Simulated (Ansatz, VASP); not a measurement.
# One calculation of V, two programs

INCAR

```
SYSTEM = V
PREC = Accurate ; ENCUT = 520
EDIFF = 1E-8 ; ISMEAR = -1
SIGMA = 0.08 ; LREAL = .False.
LASPH = .True. ; NELM = 150
ALGO = Normal ; ISIF = 2
LWAVE = .False. ; LCHARG = .False.
ISPIN = 2 ; MAGMOM = 1.5 1.5
LORBIT = 11 ; LMAXMIX = 4
GGA = PE ; LEFG = .True.
NBANDS = 24
```

The input KPOINTS:

```
regular mesh
0
Gamma
  18 18 10
  0 0 0
```

Contents of POSCAR:

```
V
1.0
    2.6125220544      0.0000000000      0.0000000000
   -1.3062610272      2.2625104670      0.0000000000
    0.0000000000      0.0000000000      4.6879038651
V
2
Direct
    0.3333333333      0.6666666667      0.2500000000
    0.6666666667      0.3333333333      0.7500000000
```

Input for Ansatz:

```yaml
crystal:
  lattice:
    - [2.6125220544, 0.0, 0.0]
    - [-1.3062610272, 2.262510467, 0.0]
    - [0.0, 0.0, 4.6879038651]
  atoms:
    - { symbol: V, position: [0.3333333333, 0.6666666667, 0.25], spin: 1.5 }
    - { symbol: V, position: [0.6666666667, 0.3333333333, 0.75], spin: 1.5 }
magnetization:
  spin_polarized: true
kpoints:
  mp_grid: { grid: [18, 18, 10] }
  band_path:
    path:
      - [0.0, 0.0, 0.0]
      - [0.5, 0.0, 0.0]
      - [0.3333333333, 0.3333333333, 0.0]
      - [0.0, 0.0, 0.0]
      - [0.0, 0.0, 0.5]
      - [0.5, 0.0, 0.5]
      - [0.3333333333, 0.3333333333, 0.5]
      - [0.0, 0.0, 0.5]
      - [0.5, 0.0, 0.5]
    npoints: 8
scf:
  occupations: { method: fermi_dirac, width: 0.08 }
hamiltonian:
  xc: pbe
  pseudopotentials: { kind: paw }
output:
  forces: true
  stress: true
  eigenvalues: true
  efg: { contact_densities: true }
  populations: true
  bader: true
  dos: { projected: true, de: 0.2, e_range: [-14, 8] }
```

Alike in both runs: task electric field gradients; functional PBE; k mesh 18 × 18 × 10; occupations fermi-dirac, width 0.08 eV; collinear spin.

|  | VASP | Ansatz |
| --- | --- | --- |
| version | VASP 6.6.1 | Ansatz 0.2.0 |
| potentials or method | VASP PAW PBE potentials, release 64 (V_sv) | PAW with Ansatz's default frozen-core files, scalar-relativistic |
| plane-wave cutoff (eV) | 520 | 420 |
| valence electrons in the cell | 26 | 26 |

VASP gave:

```
pressure (GPa)                                       : 0.2
net moment per atom (μB)                             : 0.00
size of Vzz on the site where it differs most (V/Å²) : 8.1
```

Task: What did Ansatz give for the same quantities?

Result: Pressure (GPa): 0.0; net moment per atom (μB): 0.00; size of Vzz on the site where it differs most (V/Å²): 7.7.

The functional is the same, so the differences come from potentials, cutoffs and numerics. Ansatz's warnings: seeded moment not kept.
